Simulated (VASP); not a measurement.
Wanted: the native input for a VASP 6.6.1 run.

* Task: relaxation of cell and atoms
* Functional: PBE
* Potentials or basis: VASP PAW PBE potentials, release 64 (Zn, S)
* Cutoff: 600 eV
* k mesh: 6 × 6 × 8
* Occupations: gaussian, width 0.02 eV
* Spin: no spin polarisation
* Dipole correction: no
* Further INCAR settings: ALGO = Normal; EDIFF = 1e-06; IBRION = 2; EDIFFG = -0.01; NSW = 100; ISIF = 3

The structure of ZnS lies in POSCAR:

```
ZnS
1.0
    3.6847144389     -3.8687299036      0.0000000000
    3.6847144389      3.8687299036      0.0000000000
    0.0000000000      0.0000000000      4.1742165216
Zn S
1 1
Direct
    0.5000000000      0.5000000000      0.5000000000
    0.5000000000      0.5000000000      0.0000000000
```

These files were run (other wordings do the same):

INCAR

```
PREC = Accurate
ENCUT = 600
EDIFF = 1E-6
ISMEAR = 0
SIGMA = 0.02
LREAL = F
LASPH = T
NELM = 100
ALGO = Normal
ISIF = 3
LWAVE = F
LCHARG = F
GGA = PE
IBRION = 2
NSW = 100
EDIFFG = -0.01
```

KPOINTS

```
regular mesh
0
Gamma
  6 6 8
```

Potentials or basis: VASP PAW PBE potentials, release 64 (Zn, S).

Launch:

```console
$ cat potpaw_PBE.64/Zn/POTCAR potpaw_PBE.64/S/POTCAR > POTCAR
$ mpirun -np 1 vasp_std > vasp.out
```

It gave:

| Quantity | Value |
| --- | --- |
| Relaxed volume | 59.60 Å³/atom |
| Relaxed cell | a = 5.344 Å, b = 5.344 Å, c = 4.179 Å, α = 90.00°, β = 90.00°, γ = 92.79° |
| Space group after relaxing (to 0.05 Å) | Cmmm (No. 65) |
| Energy gained by relaxing | 0.1 meV/atom |
| Ionic steps | 3 |
| Pressure after relaxing | 0.0 GPa |
| Band gap on the k mesh | 1.31 eV, indirect (least direct gap 2.32 eV) |

It took 2.5 min on 1 thread of Intel(R) Xeon(R) Platinum 8259CL CPU @ 2.50GHz (Skylake/Cascade Lake), on a shared host, peak memory 0.37 GiB.
